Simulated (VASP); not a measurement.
**Al4B3Sb: single point with PBE**

Crystal: Al4B3Sb.

```
Al B Sb
1.0
     3.92421    0.00962   -0.00171
    -1.16559    5.58320    0.00943
    -1.74503   -2.51639    5.43576
Al B Sb
4 3 1
Direct
  0.74639 0.85020 0.83870
  0.02621 0.73160 0.49298
  0.61124 0.34662 0.78043
  0.32869 0.53020 0.12694
  0.88922 0.72074 0.12618
  0.05089 0.14889 0.76478
  0.44916 0.51304 0.49411
  0.89047 0.15702 0.35771
```

The cell was built from a structure type or drawn by symmetry, and may not be a known phase.

```
Program                : VASP 6.6.1
Task                   : single point
Functional             : PBE
Potentials or basis    : VASP PAW PBE potentials, release 64 (Al, B, Sb)
Cutoff                 : 520 eV
k mesh                 : 10 × 6 × 6
Occupations            : gaussian, width 0.1 eV
Spin                   : no spin polarisation
Dipole correction      : no
Further INCAR settings : ALGO = Normal; EDIFF = 1e-06; NBANDS = 23
```

The pressure is 0.0 GPa, the largest force is 0.045 eV/Å and the band gap on the k mesh is zero (bands 13 and 14 overlap by 0.25 eV).

Forces in eV/Å, atoms in the order of the input:
```
Al  -0.001 -0.002 -0.003
Al   0.001 -0.007  0.004
Al   0.003 -0.003  0.007
Al   0.003 -0.001  0.002
B    0.003 -0.011 -0.007
B    0.003 -0.007  0.015
B    0.022  0.012  0.004
Sb  -0.035  0.019 -0.021
```

Levels at points of the mesh, in eV from the Fermi level:
| k point | band 9 | band 10 | band 11 | band 12 | band 13 | band 14 | band 15 | band 16 | band 17 | band 18 |
| --- | --- | --- | --- | --- | --- | --- | --- | --- | --- | --- |
| (0.00, 0.00, 0.00) | -2.46 | -1.26 | -1.08 | -0.47 | -0.17 | 0.44 | 1.49 | 1.60 | 2.98 | 3.66 |
| (0.50, 0.00, 0.00) | -3.41 | -3.20 | -2.78 | -2.06 | -0.86 | 0.06 | 0.19 | 1.42 | 3.35 | 3.46 |
| (0.00, 0.50, 0.00) | -2.65 | -2.41 | -1.47 | -1.18 | -0.55 | 0.83 | 1.13 | 1.86 | 2.33 | 3.41 |
| (0.50, 0.50, 0.00) | -3.80 | -3.18 | -1.65 | -1.16 | -0.51 | 0.11 | 1.30 | 2.03 | 2.99 | 3.31 |
| (0.00, 0.00, 0.50) | -3.18 | -2.05 | -1.50 | -0.99 | -0.89 | -0.16 | 0.85 | 1.11 | 2.11 | 2.87 |
| (0.50, 0.00, 0.50) | -3.90 | -3.30 | -3.09 | -2.66 | -1.77 | 0.55 | 1.47 | 2.58 | 3.17 | 3.64 |
| (0.00, 0.50, 0.50) | -2.87 | -2.04 | -1.19 | -1.05 | -0.18 | 0.54 | 1.21 | 1.93 | 2.37 | 3.01 |
| (0.50, 0.50, 0.50) | -2.99 | -2.76 | -2.21 | -1.89 | -1.50 | 1.03 | 1.92 | 2.24 | 2.75 | 3.23 |

Wall time 12 min on 1 thread of Intel Xeon 8259CL (shared host), peak memory 0.57 GiB.

Caveat: semilocal functionals underestimate gaps, so a narrow gap can read as zero; spin-orbit coupling is left out, which moves the levels of the heavy elements.
